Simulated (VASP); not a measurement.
# SrCd in VASP: further runs

Runs on SrCd. Level: LDA. Tasks: single point.

Program: VASP 6.6.1. These are calculated values, not measurements. Logs are shortened: lines on timing, memory, paths and dates and some standing lists are left out, and cuts for length are marked.

### Step 1. The cell of the first run

The structure is tetragonal, space group P4/mmm (No. 123). The conventional cell has a = 4.003 Å, b = 4.003 Å, c = 3.923 Å, α = 90.00°, β = 90.00°, γ = 90.00°. Sr (site symmetry 4/mmm) has 8 Cd at 3.44 Å and 6 Sr at 3.92 to 4.00 Å within 4.5 Å. Cd (site symmetry 4/mmm) has 8 Sr at 3.44 Å and 6 Cd at 3.92 to 4.00 Å within 4.5 Å.

### Step 2. Single point, LDA (zz strain of -2 %)

File INCAR:

```
SYSTEM = SrCd
PREC = Accurate
ENCUT = 520
EDIFF = 1E-7
ISMEAR = -1
SIGMA = 0.08
LREAL = .False.
LASPH = .True.
NELM = 100
ALGO = Normal
ISIF = 2
LWAVE = .False.
LCHARG = .False.
GGA = CA
NBANDS = 18
```

File KPOINTS:

```
regular mesh
0
Gamma
  10 10 10
  0 0 0
```

File POSCAR:

```
SrCd
1.0
    4.0030000000      0.0000000000      0.0000000000
    0.0000000000      4.0030000000      0.0000000000
    0.0000000000      0.0000000000      3.9229400000
Sr Cd
1 1
Direct
    0.5000000000      0.5000000000      0.5000000000
    0.0000000000      0.0000000000      0.0000000000
```

Potentials or basis: VASP PAW LDA potentials, release 64 (Sr_sv, Cd).

Run with:

```sh
cat potpaw_LDA.64/Sr_sv/POTCAR potpaw_LDA.64/Cd/POTCAR > POTCAR
mpirun -np 1 vasp_std > vasp.out
```

OUTCAR:

```text
SYSTEM = SrCd
   PREC = Accurate
   ENCUT = 520
   EDIFF = 1E-7
   ISMEAR = -1
   LREAL = .False.
   LASPH = .True.
   NELM = 100
   ISIF = 2
   GGA = CA

 ion  position               nearest neighbor table
   1  0.500  0.500  0.500-   2 3.44   2 3.44   2 3.44   2 3.44   2 3.44   2 3.44   2 3.44   2 3.44

   2  0.000  0.000  0.000-   1 3.44   1 3.44   1 3.44   1 3.44   1 3.44   1 3.44   1 3.44   1 3.44

  LATTYP: Found a simple tetragonal cell.
 ALAT       =     4.0030000000
 C/A-ratio  =     0.9800000000

  Lattice vectors:

 A1 = (   4.0030000000,   0.0000000000,   0.0000000000)
 A2 = (   0.0000000000,   4.0030000000,   0.0000000000)
 A3 = (   0.0000000000,   0.0000000000,   3.9229400000)

Analysis of symmetry for initial positions (statically):
=====================================================================
 Subroutine PRICEL returns:
 Original cell was already a primitive cell.

 Routine SETGRP: Setting up the symmetry group for a
 simple tetragonal supercell.

 Subroutine GETGRP returns: Found 16 space group operations
 (whereof 16 operations were pure point group operations)
 out of a pool of 16 trial point group operations.

The static configuration has the point symmetry D_4h.

Analysis of symmetry for dynamics (positions and initial velocities):
=====================================================================
 Subroutine PRICEL returns:
 Original cell was already a primitive cell.

 Routine SETGRP: Setting up the symmetry group for a
 simple tetragonal supercell.

 Subroutine GETGRP returns: Found 16 space group operations
 (whereof 16 operations were pure point group operations)
 out of a pool of 16 trial point group operations.

The dynamic configuration has the point symmetry D_4h.

 Subroutine INISYM returns: Found 16 space group operations
 (whereof 16 operations are pure point group operations),
 and found     1 'primitive' translations

----------------------------------------------------------------------------------------

                                     Primitive cell

  volume of cell :      62.8612

  direct lattice vectors                    reciprocal lattice vectors
     4.003000000  0.000000000  0.000000000     0.249812641  0.000000000  0.000000000
     0.000000000  4.003000000  0.000000000     0.000000000  0.249812641  0.000000000
     0.000000000  0.000000000  3.922940000     0.000000000  0.000000000  0.254910858

  length of vectors
     4.003000000  4.003000000  3.922940000     0.249812641  0.249812641  0.254910858

  position of ions in fractional coordinates (direct lattice)
     0.500000000  0.500000000  0.500000000
     0.000000000  0.000000000  0.000000000

  ion indices of the primitive-cell ions
   primitive index   ion index
                 1           1
                 2           2

----------------------------------------------------------------------------------------

 KPOINTS: regular mesh

Automatic generation of k-mesh.
 Grid dimensions read from file:
 generate k-points for:   10   10   10

 Generating k-lattice:

  Cartesian coordinates                     Fractional coordinates (reciprocal lattice)
     0.024981264  0.000000000  0.000000000     0.100000000  0.000000000  0.000000000
     0.000000000  0.024981264  0.000000000     0.000000000  0.100000000  0.000000000
     0.000000000  0.000000000  0.025491086     0.000000000  0.000000000  0.100000000

  Length of vectors
     0.024981264  0.024981264  0.025491086

  Shift w.r.t. Gamma in fractional coordinates (k-lattice)
     0.000000000  0.000000000  0.000000000

 Subroutine IBZKPT returns following result:
 ===========================================

 Found    126 irreducible k-points:

 Following reciprocal coordinates:
            Coordinates               Weight
  0.000000  0.000000  0.000000      1.000000
  0.100000  0.000000  0.000000      4.000000
  0.200000  0.000000  0.000000      4.000000
  0.300000  0.000000  0.000000      4.000000
  0.400000  0.000000  0.000000      4.000000
  0.500000  0.000000  0.000000      2.000000
[... 16 lines left out ...]
  0.100000  0.000000  0.100000      8.000000
  0.200000  0.000000  0.100000      8.000000
 [... further k-points ...]
   k-points           NKPTS =    126   k-points in BZ     NKDIM =    126   number of bands    NBANDS=     18
   number of dos      NEDOS =    301   number of ions     NIONS =      2
   total plane-waves  NPLWV =  27000
   dimension x,y,z NGX =    30 NGY =   30 NGZ =   30
   dimension x,y,z NGXF=    60 NGYF=   60 NGZF=   60
   ions per type =               1   1
   NGX,Y,Z   is equivalent  to a cutoff of  12.46, 12.46, 12.71 a.u.
   NGXF,Y,Z  is equivalent  to a cutoff of  24.92, 24.92, 25.43 a.u.
 SYSTEM =  SrCd
   PREC   = accura    normal or accurate (medium, high low for compatibility)
   ISTART =      0    job   : 0-new  1-cont  2-samecut
   ICHARG =      2    charge: 1-file 2-atom 10-const
   ISPIN  =      1    spin polarized calculation?
   LNONCOLLINEAR =      F non collinear calculations
   LSORBIT =      F    spin-orbit coupling
   LASPH  =      T    aspherical Exc in radial PAW
   ENCUT  =  520.0 eV  38.22 Ry    6.18 a.u.   7.44  7.44  7.29*2*pi/ulx,y,z
   NELM   =    100;   NELMIN=  2; NELMDL= -5     # of ELM steps
   EDIFF  = 0.1E-06   stopping-criterion for ELM
   LREAL  =      F    real-space projection
   EDIFFG = 0.1E-05   stopping-criterion for IOM
   NSW    =      0    number of steps for IOM
   IBRION =     -1    ionic relax: 0-MD 1-quasi-New 2-CG
   NFREE  =      0    steps in history (QN), initial steepest desc. (CG)
   ISIF   =      2    stress and relaxation
   ISYM   =      2    0-nonsym 1-usesym 2-fastsym
   POTIM  = 0.5000    time-step for ionic-motion
   TEBEG  =    0.0;   TEEND  =   0.0 temperature during run
   PSTRESS=    0.0 pullay stress
   NELECT =      22.0000    total number of electrons
   NUPDOWN=      -1.0000    fix difference up-down
   EMIN   =  10.00;   EMAX   =-10.00  energy-range for DOS
   EFERMI =   0.00;   METHOD = LEGACY
   ISMEAR =    -1;   SIGMA  =   0.08  broadening in eV -4-tet -1-fermi 0-gaus
   EFERMI_NEDOS =   21; number of points for ismear=-14 and -15
   IALGO  =     38    algorithm
   IMIX   =      4    mixing-type and parameters
     AMIX     =   0.40;   BMIX     =  1.00
     AMIX_MAG =   1.60;   BMIX_MAG =  1.00
  volume/ion in A,a.u.               =      31.43       212.10
  Fermi-wavevector in a.u.,A,eV,Ry     =   1.153687  2.180153 18.109278  1.330994
  Thomas-Fermi vector in A             =   2.290329
   LORBIT       =      0    0 simple, 1 ext, 2 COOP (PROOUT), +10 PAW based schemes
   GGA     = CA    functional components
   LHFCALC =     F    Hartree Fock is set to
   AEXX    =    0.0000 exact exchange contribution
   IVDW    =     0    specifies the selected vdW correction
   LEPSILON=     F    determine dielectric tensor
   LRPA    =     F    only Hartree local field effects (RPA)
 non-spin polarized calculation
  energy-cutoff  :      520.00
  volume of cell :       62.86
 maximum number of plane-waves:      1719
 NGX is ok and might be reduce to    30
   NGX = 15   NGY = 15   NGZ = 15

 number of electron      22.0000002 magnetization

 Free energy of the ion-electron system (eV)
  ---------------------------------------------------
  ext. energy  EPLUGINS =         0.00000000
  ---------------------------------------------------
  free energy    TOTEN  =        -4.11340125 eV

  energy without entropy =       -4.08730213  energy(sigma->0) =       -4.10035169

 E-fermi :   2.1584     XC(G=0):  -9.5215

 val. band max:        2.1494458354   @ k =   0.5000   0.3000   0.3000
 cond. band min:       2.1589056115   @ k =   0.5000   0.5000   0.0000
 fundamental gap:      0.0094597760
 Fermi energy:         2.1583507549

 k-point     1 :       0.0000    0.0000    0.0000
  band No.  band energies     occupation
      1     -33.3825      2.00000
      2     -15.4236      2.00000
      3     -15.4236      2.00000
      4     -15.4094      2.00000
      5      -6.4912      2.00000
      6      -6.4860      2.00000
[... 10 lines left out ...]
     17       7.4471      0.00000
     18       7.4471      0.00000

 k-point     2 :       0.1000    0.0000    0.0000
  band No.  band energies     occupation
      1     -33.3813      2.00000
      2     -15.4473      2.00000
      3     -15.4220      2.00000
      4     -15.4078      2.00000
      5      -6.4875      2.00000
      6      -6.4700      2.00000
[... 10 lines left out ...]
     17       7.7808      0.00000
     18       7.9380      0.00000

 k-point     3 :       0.2000    0.0000    0.0000
  band No.  band energies     occupation
      1     -33.3781      2.00000
      2     -15.5086      2.00000
      3     -15.4177      2.00000
      4     -15.4036      2.00000
      5      -6.4801      2.00000
      6      -6.4261      2.00000
[... 10 lines left out ...]
     17       8.5899      0.00000
     18       8.7730      0.00000

 k-point     4 :       0.3000    0.0000    0.0000
  band No.  band energies     occupation
      1     -33.3742      2.00000
      2     -15.5828      2.00000
      3     -15.4123      2.00000
      4     -15.3984      2.00000
      5      -6.4711      2.00000
      6      -6.3719      2.00000
[... 10 lines left out ...]
     17       9.5132      0.00000
     18       9.7100      0.00000

 k-point     5 :       0.4000    0.0000    0.0000
  band No.  band energies     occupation
      1     -33.3710      2.00000
      2     -15.6417      2.00000
      3     -15.4080      2.00000
      4     -15.3941      2.00000
      5      -6.4638      2.00000
      6      -6.3607      2.00000
[... 10 lines left out ...]
     17       9.6782      0.00000
     18      10.5223      0.00000

 k-point     6 :       0.5000    0.0000    0.0000
  band No.  band energies     occupation
      1     -33.3698      2.00000
      2     -15.6639      2.00000
      3     -15.4063      2.00000
      4     -15.3925      2.00000
      5      -6.4611      2.00000
      6      -6.3632      2.00000
[... 10 lines left out ...]
     17       9.4539      0.00000
     18      10.2579      0.00000

 k-point     7 :       0.1000    0.1000    0.0000
  band No.  band energies     occupation
      1     -33.3801      2.00000
      2     -15.4479      2.00000
      3     -15.4429      2.00000
      4     -15.4061      2.00000
      5      -6.4793      2.00000
      6      -6.4589      2.00000
[... 10 lines left out ...]
     17       7.6895      0.00000
     18       8.3814      0.00000

 k-point     8 :       0.2000    0.1000    0.0000
  band No.  band energies     occupation
      1     -33.3769      2.00000
      2     -15.5063      2.00000
      3     -15.4402      2.00000
      4     -15.4017      2.00000
      5      -6.4696      2.00000
      6      -6.4182      2.00000
[... 10 lines left out ...]
     17       8.1366      0.00000
     18       9.1191      0.00000
[... 229 lines left out ...]
     17       8.3719      0.00000
     18       9.0858      0.00000

 k-point    20 :       0.5000    0.4000    0.0000
  band No.  band energies     occupation
      1     -33.3590      2.00000
      2     -15.6248      2.00000
      3     -15.6007      2.00000
      4     -15.3708      2.00000
      5      -6.4808      2.00000
      6      -6.4082      2.00000
[... 10 lines left out ...]
     17       8.6759      0.00000
     18       8.8344      0.00000

 k-point    21 :       0.5000    0.5000    0.0000
  band No.  band energies     occupation
      1     -33.3579      2.00000
      2     -15.6206      2.00000
      3     -15.6206      2.00000
      4     -15.3685      2.00000
      5      -6.4923      2.00000
      6      -6.4063      2.00000
[... 10 lines left out ...]
     17       8.5720      0.00000
     18       8.6445      0.00000

 k-point    22 :       0.0000    0.0000    0.1000
  band No.  band energies     occupation
      1     -33.3809      2.00000
      2     -15.4375      2.00000
      3     -15.4215      2.00000
      4     -15.4215      2.00000
      5      -6.4829      2.00000
      6      -6.4721      2.00000
[... 10 lines left out ...]
     17       7.8510      0.00000
     18       7.8510      0.00000

 k-point    23 :       0.1000    0.0000    0.1000
  band No.  band energies     occupation
      1     -33.3797      2.00000
      2     -15.4456      2.00000
      3     -15.4349      2.00000
      4     -15.4198      2.00000
      5      -6.4743      2.00000
      6      -6.4614      2.00000
[... 10 lines left out ...]
     17       7.7566      0.00000
     18       8.2623      0.00000

 k-point    24 :       0.2000    0.0000    0.1000
  band No.  band energies     occupation
      1     -33.3766      2.00000
      2     -15.5058      2.00000
      3     -15.4304      2.00000
      4     -15.4153      2.00000
      5      -6.4664      2.00000
      6      -6.4189      2.00000
[... 10 lines left out ...]
     17       8.2263      0.00000
     18       8.9790      0.00000

 [... further k-points ...]

------------------------ aborting loop because EDIFF is reached ----------------------------------------

  FORCE on cell =-STRESS in cart. coord.  units (eV):
  Direction    XX          YY          ZZ          XY          YZ          ZX
  --------------------------------------------------------------------------------------
  -------------------------------------------------------------------------------------
  Total       -0.6485872     -0.6485872     -0.4212513      0.0000000      0.0000000      0.0000000
  in kB      -16.5308853    -16.5308853    -10.7366546      0.0000000      0.0000000      0.0000000
  external PRESSURE =     -14.5994751 kB  Pullay stress =       0.0000000 kB

 VOLUME and BASIS-vectors are now :
 -----------------------------------------------------------------------------
  energy-cutoff  :      520.00
  volume of cell :       62.86
      direct lattice vectors                 reciprocal lattice vectors
     4.003000000  0.000000000  0.000000000     0.249812641  0.000000000  0.000000000
     0.000000000  4.003000000  0.000000000     0.000000000  0.249812641  0.000000000
     0.000000000  0.000000000  3.922940000     0.000000000  0.000000000  0.254910858

 POSITION                                       TOTAL-FORCE (eV/Angst)
 -----------------------------------------------------------------------------------
      2.00150      2.00150      1.96147         0.000000      0.000000      0.000000
      0.00000      0.00000      0.00000         0.000000      0.000000      0.000000
 -----------------------------------------------------------------------------------
    total drift:                                0.000000      0.000000     -0.000000

  FREE ENERGIE OF THE ION-ELECTRON SYSTEM (eV)
  ---------------------------------------------------
  free  energy   TOTEN  =        -4.1134012465 eV

  energy  without entropy=       -4.0873021254  energy(sigma->0) =       -4.10035169
```

Wall time 2.2 min (1 thread of AMD EPYC 7R43 (Zen 3), shared host); peak memory 0.22 GiB.

What came out:

- Free energy: -4.1134 eV
- Pressure: -1.5 GPa
- Band gap on the k mesh: zero (band 11 reaches 3.48 eV, above the bottom of band 12 at 1.35 eV)

Levels at points of the mesh, in eV from the Fermi level:
```
           k point  band 7  band 8  band 9  band 10  band 11  band 12  band 13  band 14  band 15  band 16
(0.00, 0.00, 0.00)   -8.50   -8.48   -8.48    -5.89     1.32     1.33     3.96     3.96     4.31     5.18
(0.50, 0.00, 0.00)   -8.51   -8.47   -8.47    -3.66    -2.47     1.68     2.14     2.40     5.33     6.10
(0.50, 0.50, 0.00)   -8.55   -8.55   -8.36    -3.27     0.00     0.00     1.05     3.98     3.98     6.37
(0.00, 0.00, 0.50)   -8.52   -8.48   -8.45    -3.54    -2.41     1.75     2.15     2.15     5.24     6.42
(0.50, 0.00, 0.50)   -8.56   -8.55   -8.35    -3.17     0.03     0.10     1.17     3.78     3.87     6.20
(0.50, 0.50, 0.50)   -8.57   -8.35   -8.34    -0.83    -0.83    -0.81    -0.80     4.79     4.79     4.82
```

Caveat: the cell differs from its parent crystal (zz strain of -2 %).

(Continued in part 2 of 2.)
